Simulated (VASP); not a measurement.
A run of VASP 6.6.1 is set up as follows.

Contents of INCAR:

```
SYSTEM = Mo2Pt
PREC = Accurate ; ENCUT = 500
EDIFF = 1E-6 ; ISMEAR = 0
SIGMA = 0.1 ; LREAL = .False.
LASPH = .True. ; NELM = 120
ALGO = Normal ; ISIF = 2
LWAVE = .False. ; LCHARG = .False.
GGA = PE ; NBANDS = 55
GGA_COMPAT = .False.
```

Contents of KPOINTS:

```
regular mesh
0
Gamma
  6 6 2
  0 0 0
```

POSCAR

```
Mo2Pt
1.0
    4.7432792686     -0.0000000031      0.0000000000
   -2.3716396316      4.1078003454      0.0000000000
    0.0000000000      0.0000000000      5.4572362048
Mo Pt
4 2
Direct
    0.3333333333      0.6666666667      0.0423037085
    0.3333333333      0.6666666667      0.4576962915
    0.6666666667      0.3333333333      0.9576962915
    0.6666666667      0.3333333333      0.5423037085
    0.0000000000      0.0000000000      0.0000000000
    0.0000000000      0.0000000000      0.5000000000
```

Potentials or basis: VASP PAW PBE potentials, release 64 (Mo_sv, Pt_sv_GW).

Launch:

```bash
$ cat potpaw_PBE.64/Mo_sv/POTCAR potpaw_PBE.64/Pt_sv_GW/POTCAR > POTCAR
$ mpirun -np 1 vasp_std > vasp.out
```

(1) What does it give for the largest force?

(2) Estimate the band gap on the k mesh.

(3) What does it give for the pressure?

## Answers

(1) 0.174 eV/Å.

(2) zero (band 46 reaches 10.41 eV, above the bottom of band 47 at 9.44 eV).

(3) -0.4 GPa.

Caveat: the k points lie up to 0.58 Å⁻¹ apart; spin-orbit coupling is left out, which moves the levels of the heavy elements.
